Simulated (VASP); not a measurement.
# Sn2Te3O (R-3m) in VASP: further runs

The runs below take Sn2Te3O through relaxation of cell and atoms, single point, with PBE.

Everything below comes from runs of VASP 6.6.1. Logs are shortened: lines on timing, memory, paths and dates and some standing lists are left out, and cuts for length are marked.

**1. The cell of the first run**

The structure is trigonal, space group R-3m (No. 166). Conventional cell: a = 6.034 Å, b = 6.034 Å, c = 17.118 Å, α = 90.00°, β = 90.00°, γ = 120.00°. Sn (site symmetry 3m) has 1 O at 1.76 Å within 2.3 Å. Te (site symmetry 2/m) has 2 O at 3.02 Å and 4 Te at 3.02 Å and 4 Sn at 3.49 Å within 4.0 Å. O (site symmetry -3m) has 2 Sn at 1.76 Å within 2.3 Å.

The cell was generated, and may not be a known phase.

**2. Relaxation of cell and atoms, PBE**

Input file INCAR:

```
SYSTEM = Sn2Te3O
PREC = Accurate
ENCUT = 600
EDIFF = 1E-7
ISMEAR = 0
SIGMA = 0.1
LREAL = .FALSE.
LASPH = .TRUE.
NELM = 120
ALGO = Normal
ISIF = 3
LWAVE = .FALSE.
LCHARG = .FALSE.
GGA = PE
IBRION = 2
NSW = 90
EDIFFG = -0.04
GGA_COMPAT = .FALSE.
NELMIN = 4
```

Input file KPOINTS:

```
regular mesh
0
G
  3 3 3
  0 0 0
```

Input file POSCAR:

```
Sn2Te3O
1.0
    3.0171857000      1.7419729800      5.7061256300
   -3.0171857000      1.7419729800      5.7061256300
    0.0000000000     -3.4839459500      5.7061256300
Sn Te O
2 3 1
Direct
    0.1027528700      0.1027528700      0.1027528700
    0.8972471300      0.8972471300      0.8972471300
    0.5000000000      0.5000000000      0.0000000000
    0.0000000000      0.5000000000      0.5000000000
    0.5000000000      0.0000000000      0.5000000000
    0.0000000000      0.0000000000      0.0000000000
```

Potentials or basis: VASP PAW PBE potentials, release 64 (Sn_d, Te, O).

Run with:

```
cat potpaw_PBE.64/Sn_d/POTCAR potpaw_PBE.64/Te/POTCAR potpaw_PBE.64/O/POTCAR > POTCAR
mpirun -np 1 vasp_std > vasp.out
```

OUTCAR:

```text
SYSTEM = Sn2Te3O
   PREC = Accurate
   ENCUT = 600
   EDIFF = 1E-7
   ISMEAR = 0
   LREAL = .FALSE.
   LASPH = .TRUE.
   NELM = 120
   ISIF = 3
   GGA = PE
   IBRION = 2
   NSW = 90
   EDIFFG = -0.04
   NELMIN = 4

 ion  position               nearest neighbor table
   1  0.103  0.103  0.103-   6 1.76   4 3.49   5 3.49   3 3.49   3 3.49   4 3.49   5 3.49   2 3.52

   2  0.897  0.897  0.897-   6 1.76   5 3.49   4 3.49   3 3.49   3 3.49   4 3.49   5 3.49   1 3.52

   3  0.500  0.500  0.000-   4 3.02   5 3.02   5 3.02   4 3.02   2 3.49   1 3.49   2 3.49   1 3.49

   4  0.000  0.500  0.500-   5 3.02   5 3.02   3 3.02   3 3.02   1 3.49   2 3.49   2 3.49   1 3.49

   5  0.500  0.000  0.500-   4 3.02   4 3.02   3 3.02   3 3.02   1 3.49   2 3.49   2 3.49   1 3.49

   6  0.000  0.000  0.000-   1 1.76   2 1.76

  LATTYP: Found a trigonal (rhomboedric) cell.
 ALAT       =     6.6856375251
 COS(alpha) =     0.5926680991

  Lattice vectors:

 A1 = (   3.0171857000,   1.7419729800,   5.7061256300)
 A2 = (  -3.0171857000,   1.7419729800,   5.7061256300)
 A3 = (   0.0000000000,  -3.4839459500,   5.7061256300)

Analysis of symmetry for initial positions (statically):
=====================================================================
 Subroutine PRICEL returns:
 Original cell was already a primitive cell.

 Routine SETGRP: Setting up the symmetry group for a
 trigonal (rhombohedral) supercell.

 Subroutine GETGRP returns: Found 12 space group operations
 (whereof 12 operations were pure point group operations)
 out of a pool of 12 trial point group operations.

The static configuration has the point symmetry D_3d.

Analysis of symmetry for dynamics (positions and initial velocities):
=====================================================================
 Subroutine PRICEL returns:
 Original cell was already a primitive cell.

 Routine SETGRP: Setting up the symmetry group for a
 trigonal (rhombohedral) supercell.

 Subroutine GETGRP returns: Found 12 space group operations
 (whereof 12 operations were pure point group operations)
 out of a pool of 12 trial point group operations.

The dynamic configuration has the point symmetry D_3d.

 Subroutine INISYM returns: Found 12 space group operations
 (whereof 12 operations are pure point group operations),
 and found     1 'primitive' translations

----------------------------------------------------------------------------------------

                                     Primitive cell

  volume of cell :     179.9434

  direct lattice vectors                    reciprocal lattice vectors
     3.017185700  1.741972980  5.706125630     0.165717344  0.095676953  0.058416753
    -3.017185700  1.741972980  5.706125630    -0.165717344  0.095676953  0.058416753
     0.000000000 -3.483945950  5.706125630     0.000000000 -0.191353906  0.058416753

  length of vectors
     6.685637525  6.685637525  6.685637523     0.200072073  0.200072073  0.200072073

  position of ions in fractional coordinates (direct lattice)
     0.102752870  0.102752870  0.102752870
     0.897247130  0.897247130  0.897247130
     0.500000000  0.500000000  0.000000000
     0.000000000  0.500000000  0.500000000
     0.500000000  0.000000000  0.500000000
     0.000000000  0.000000000  0.000000000

  ion indices of the primitive-cell ions
   primitive index   ion index
                 1           1
                 2           2
                 3           3
                 4           4
                 5           5
                 6           6

----------------------------------------------------------------------------------------

 KPOINTS: regular mesh

Automatic generation of k-mesh.
 Grid dimensions read from file:
 generate k-points for:    3    3    3

 Generating k-lattice:

  Cartesian coordinates                     Fractional coordinates (reciprocal lattice)
     0.055239115  0.031892318  0.019472251     0.333333333 -0.000000000  0.000000000
    -0.055239115  0.031892318  0.019472251    -0.000000000  0.333333333  0.000000000
     0.000000000 -0.063784635  0.019472251     0.000000000  0.000000000  0.333333333

  Length of vectors
     0.066690691  0.066690691  0.066690691

  Shift w.r.t. Gamma in fractional coordinates (k-lattice)
     0.000000000  0.000000000  0.000000000

 Subroutine IBZKPT returns following result:
 ===========================================

 Found      6 irreducible k-points:

 Following reciprocal coordinates:
            Coordinates               Weight
  0.000000  0.000000  0.000000      1.000000
  0.333333  0.000000  0.000000      6.000000
  0.333333  0.333333  0.000000      6.000000
 -0.333333  0.333333  0.000000      6.000000
  0.333333  0.333333  0.333333      2.000000
 -0.333333  0.333333  0.333333      6.000000
   k-points           NKPTS =      6   k-points in BZ     NKDIM =      6   number of bands    NBANDS=     31
   number of dos      NEDOS =    301   number of ions     NIONS =      6
   total plane-waves  NPLWV = 157464
   dimension x,y,z NGX =    54 NGY =   54 NGZ =   54
   dimension x,y,z NGXF=   108 NGYF=  108 NGZF=  108
   ions per type =               2   3   1
   NGX,Y,Z   is equivalent  to a cutoff of  13.43, 13.43, 13.43 a.u.
   NGXF,Y,Z  is equivalent  to a cutoff of  26.86, 26.86, 26.86 a.u.
 SYSTEM =  Sn2Te3O
   PREC   = accura    normal or accurate (medium, high low for compatibility)
   ISTART =      0    job   : 0-new  1-cont  2-samecut
   ICHARG =      2    charge: 1-file 2-atom 10-const
   ISPIN  =      1    spin polarized calculation?
   LNONCOLLINEAR =      F non collinear calculations
   LSORBIT =      F    spin-orbit coupling
   LASPH  =      T    aspherical Exc in radial PAW
   ENCUT  =  600.0 eV  44.10 Ry    6.64 a.u.  13.35 13.35 13.35*2*pi/ulx,y,z
   NELM   =    120;   NELMIN=  4; NELMDL= -5     # of ELM steps
   EDIFF  = 0.1E-06   stopping-criterion for ELM
   LREAL  =      F    real-space projection
   EDIFFG = -.4E-01   stopping-criterion for IOM
   NSW    =     90    number of steps for IOM
   IBRION =      2    ionic relax: 0-MD 1-quasi-New 2-CG
   NFREE  =      1    steps in history (QN), initial steepest desc. (CG)
   ISIF   =      3    stress and relaxation
   ISYM   =      2    0-nonsym 1-usesym 2-fastsym
   POTIM  = 0.5000    time-step for ionic-motion
   TEBEG  =    0.0;   TEEND  =   0.0 temperature during run
   PSTRESS=    0.0 pullay stress
   NELECT =      52.0000    total number of electrons
   NUPDOWN=      -1.0000    fix difference up-down
   EMIN   =  10.00;   EMAX   =-10.00  energy-range for DOS
   EFERMI =   0.00;   METHOD = LEGACY
   ISMEAR =     0;   SIGMA  =   0.10  broadening in eV -4-tet -1-fermi 0-gaus
   EFERMI_NEDOS =   21; number of points for ismear=-14 and -15
   IALGO  =     38    algorithm
   IMIX   =      4    mixing-type and parameters
     AMIX     =   0.40;   BMIX     =  1.00
     AMIX_MAG =   1.60;   BMIX_MAG =  1.00
  volume/ion in A,a.u.               =      29.99       202.39
  Fermi-wavevector in a.u.,A,eV,Ry     =   1.082341  2.045327 15.938696  1.171461
  Thomas-Fermi vector in A             =   2.218380
   LORBIT       =      0    0 simple, 1 ext, 2 COOP (PROOUT), +10 PAW based schemes
   GGA     = PE    functional components
   LHFCALC =     F    Hartree Fock is set to
   AEXX    =    0.0000 exact exchange contribution
   IVDW    =     0    specifies the selected vdW correction
   LEPSILON=     F    determine dielectric tensor
   LRPA    =     F    only Hartree local field effects (RPA)
 conjugate gradient relaxation of ions
 non-spin polarized calculation
 Gauss-broadening in eV      SIGMA  =   0.10
  energy-cutoff  :      600.00
  volume of cell :      179.94
 maximum number of plane-waves:      6012
 NGX is ok and might be reduce to    54
   NGX = 27   NGY = 27   NGZ = 27

--------------------------------------- Ionic step        1  -------------------------------------------

 number of electron      52.0000001 magnetization

 Free energy of the ion-electron system (eV)
  ---------------------------------------------------
  ext. energy  EPLUGINS =         0.00000000
  ---------------------------------------------------
  free energy    TOTEN  =       -19.83522003 eV

  energy without entropy =      -19.79143910  energy(sigma->0) =      -19.81332957

------------------------ aborting loop because EDIFF is reached ----------------------------------------

  FORCE on cell =-STRESS in cart. coord.  units (eV):
  Direction    XX          YY          ZZ          XY          YZ          ZX
  --------------------------------------------------------------------------------------
  -------------------------------------------------------------------------------------
  Total       10.0685089     10.0685089     23.9300815      0.0000000      0.0000000      0.0000000
  in kB       89.6478147     89.6478148    213.0682442      0.0000000      0.0000001      0.0000000
  external PRESSURE =     130.7879579 kB  Pullay stress =       0.0000000 kB
[... 101 lines left out ...]
  FREE ENERGIE OF THE ION-ELECTRON SYSTEM (eV)
  ---------------------------------------------------
  free  energy   TOTEN  =       -21.3660714657 eV

  energy  without entropy=      -21.3158703007  energy(sigma->0) =      -21.34097088

 E-fermi :   5.0945     XC(G=0):  -8.8420

 val. band max:        5.0889043762   @ k =  -0.3333   0.3333   0.3333
 cond. band min:       5.2337180747   @ k =   0.3333   0.0000   0.0000
 fundamental gap:      0.1448136985
 Fermi energy:         5.0945203266

 k-point     1 :       0.0000    0.0000    0.0000
  band No.  band energies     occupation
      1     -17.4761      2.00000
      2     -16.8654      2.00000
      3     -16.8654      2.00000
      4     -16.8593      2.00000
      5     -16.8593      2.00000
      6     -16.8477      2.00000
[... 193 lines left out ...]
     30       7.1115      0.00000
     31       7.3314      0.00000

[... ionic steps 4 to 21 ...]

--------------------------------------- Ionic step       22  -------------------------------------------

 number of electron      51.9999998 magnetization

------------------------ aborting loop because EDIFF is reached ----------------------------------------

  FORCE on cell =-STRESS in cart. coord.  units (eV):
  Direction    XX          YY          ZZ          XY          YZ          ZX
  --------------------------------------------------------------------------------------
  -------------------------------------------------------------------------------------
  Total        0.3901301      0.3901301      0.2271079      0.0000000      0.0000000      0.0000000
  in kB        3.5080520      3.5080520      2.0421561      0.0000000      0.0000000      0.0000000
  external PRESSURE =       3.0194200 kB  Pullay stress =       0.0000000 kB
[... 65 lines left out ...]
  energy  without entropy=      -22.0220887892  energy(sigma->0) =      -22.04711240

--------------------------------------- Ionic step       24  -------------------------------------------

 number of electron      51.9999999 magnetization

 Free energy of the ion-electron system (eV)
  ---------------------------------------------------
  ext. energy  EPLUGINS =         0.00000000
  ---------------------------------------------------
  free energy    TOTEN  =       -22.07966781 eV

  energy without entropy =      -22.03042541  energy(sigma->0) =      -22.05504661

 E-fermi :   5.5842     XC(G=0):  -9.1480

 val. band max:        5.5766167993   @ k =   0.3333   0.0000   0.0000
 cond. band min:       5.6225672334   @ k =  -0.3333   0.3333   0.3333
 fundamental gap:      0.0459504340
 Fermi energy:         5.5842350752

 k-point     1 :       0.0000    0.0000    0.0000
  band No.  band energies     occupation
      1     -16.4000      2.00000
      2     -16.2101      2.00000
      3     -16.2101      2.00000
      4     -16.1986      2.00000
      5     -16.1986      2.00000
      6     -16.1131      2.00000
[... 226 lines left out ...]
  FREE ENERGIE OF THE ION-ELECTRON SYSTEM (eV)
  ---------------------------------------------------
  free  energy   TOTEN  =       -22.0796678053 eV

  energy  without entropy=      -22.0304254131  energy(sigma->0) =      -22.05504661

 reached required accuracy - stopping structural energy minimisation
```

Run time: 16 min. Hardware: 1 thread of AMD EPYC 9R45 (Zen 5), shared host; peak memory 0.41 GiB.

Results:

* Free energy: -22.0797 eV
* Relaxed volume: 29.95 Å³/atom
* Relaxed cell: a = 6.219 Å, b = 6.219 Å, c = 6.219 Å, α = 62.53°, β = 62.53°, γ = 62.53°
* Space group after relaxing (to 0.1 Å): R-3m (No. 166)
* Energy gained by relaxing: 374.1 meV/atom
* Ionic steps: 24
* Pressure after relaxing: 0.0 GPa
* Band gap on the k mesh: zero (bands 26 and 27 overlap by 1.85 eV)

Stress tensor (GPa, compression positive):
```
 0.11  0.00  0.00
 0.00  0.11  0.00
 0.00  0.00 -0.16
```

Step by step:
```csv
step,energy change (eV),largest force (eV/Å),pressure (GPa),volume (Å³)
1,0.0000,7.2143,13.08,179.94
2,0.7684,1.6092,-6.70,250.71
3,-1.5309,0.5877,-0.85,204.18
4,-1.5701,0.2845,-0.02,201.47
5,-1.5836,0.1073,0.96,198.60
6,-1.5836,0.0499,0.82,198.99
7,-1.7385,0.0632,-0.07,204.68
8,-1.8034,0.5282,-0.95,212.87
9,-1.8080,0.3785,-0.79,210.98
10,-1.8498,0.7320,-0.31,206.65
11,-1.8837,1.9943,1.65,193.82
12,-1.8879,1.9976,1.67,193.45
13,-1.9002,2.0087,1.75,192.35
14,-1.9229,2.0339,1.92,190.15
15,-1.9586,2.1001,2.35,185.78
16,-1.9736,2.2718,3.62,177.11
17,-2.0623,1.7632,3.02,176.70
18,-2.2091,0.5834,1.62,175.47
19,-2.2291,0.1771,1.15,174.91
20,-2.2304,0.0564,1.02,174.72
21,-2.2350,0.0474,0.83,175.58
22,-2.2433,0.0174,0.30,178.18
23,-2.2369,0.0505,-0.64,183.45
24,-2.2444,0.0009,0.02,179.70
```

Final structure:
```yaml
crystal:
  lattice:
    - [3.22780, 1.86357, 4.97889]
    - [-3.22780, 1.86357, 4.97889]
    - [0.00000, -3.72715, 4.97889]
  atoms:
    - { symbol: Sn, position: [0.13542, 0.13542, 0.13542] }
    - { symbol: Sn, position: [0.86458, 0.86458, 0.86458] }
    - { symbol: Te, position: [0.50000, 0.50000, 0.00000] }
    - { symbol: Te, position: [0.00000, 0.50000, 0.50000] }
    - { symbol: Te, position: [0.50000, 0.00000, 0.50000] }
    - { symbol: O, position: [0.00000, 0.00000, 0.00000] }
```

Levels at points of the mesh, in eV from the Fermi level:
```
           k point  band 24  band 25  band 26  band 27  band 28  band 29
(0.00, 0.00, 0.00)    -1.41    -1.10    -0.95    -0.95     1.49     2.14
```

Caveat: the k points lie up to 0.40 Å⁻¹ apart in the final cell, too coarse for converged energies and pressures of a metal; spin-orbit coupling is left out, which moves the levels of the heavy elements.

[end of part 1 of 2]

The gap in the log of VASP goes by the Fermi energy; the results here count the filled bands.